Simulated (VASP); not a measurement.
Set up this calculation in VASP 6.6.1, as the native input.

* Task: single point
* Functional: r2SCAN
* Potentials or basis: VASP PAW PBE potentials, release 64 (Y_sv, Se)
* Cutoff: 520 eV
* k mesh: 7 × 7 × 7
* Occupations: methfessel-paxton, width 0.1 eV
* Spin: no spin polarisation
* Dipole correction: no
* Further INCAR settings: ALGO = Normal; EDIFF = 1e-07; NBANDS = 16

The system is YSe.

```
CELL_PARAMETERS angstrom
0.00000 2.81296 2.81296
2.81296 0.00000 2.81296
2.81296 2.81296 0.00000
ATOMIC_POSITIONS crystal
Y 0.50000 0.50000 0.50000
Se 0.00000 0.00000 0.00000
```

The input as run:

POSCAR

```
YSe
1.0
    0.0000000000      2.8129614920      2.8129614920
    2.8129614920      0.0000000000      2.8129614920
    2.8129614920      2.8129614920      0.0000000000
Y Se
1 1
Direct
    0.5000000000      0.5000000000      0.5000000000
    0.0000000000      0.0000000000      0.0000000000
```

INCAR.step1

```
SYSTEM = YSe
PREC = Accurate ; ENCUT = 520
ISMEAR = 1 ; SIGMA = 0.1
LREAL = .FALSE. ; LASPH = .TRUE.
NELM = 100 ; NBANDS = 16
GGA = PE ; ALGO = Normal
EDIFF = 1E-4 ; LWAVE = .TRUE.
LCHARG = .FALSE.
```

INCAR.step2

```
SYSTEM = YSe
PREC = Accurate ; ENCUT = 520
EDIFF = 1E-7 ; ISMEAR = 1
SIGMA = 0.1 ; LREAL = .FALSE.
LASPH = .TRUE. ; NELM = 100
ALGO = Normal ; ISIF = 2
LWAVE = .FALSE. ; LCHARG = .FALSE.
METAGGA = R2SCAN ; LMIXTAU = .TRUE.
NBANDS = 16 ; ISTART = 1
```

KPOINTS

```
regular mesh
0
G
  7 7 7
  0 0 0
```

Potentials or basis: VASP PAW PBE potentials, release 64 (Y_sv, Se).

Run with:

```bash
$ cat potpaw_PBE.64/Y_sv/POTCAR potpaw_PBE.64/Se/POTCAR > POTCAR
$ cp INCAR.step1 INCAR
$ mpirun -np 1 vasp_std > vasp.out
$ cp INCAR.step2 INCAR
$ mpirun -np 1 vasp_std > vasp.out
```

It gave:

| Item | Value |
| --- | --- |
| Pressure | 6.9 GPa |

Caveat: the PAW data sets were made with another functional, which shifts forces and pressure a little.

It took 2.3 min on 1 thread of AMD EPYC 7R13 Processor (Zen 3) (shared host), peak memory 0.16 GiB.
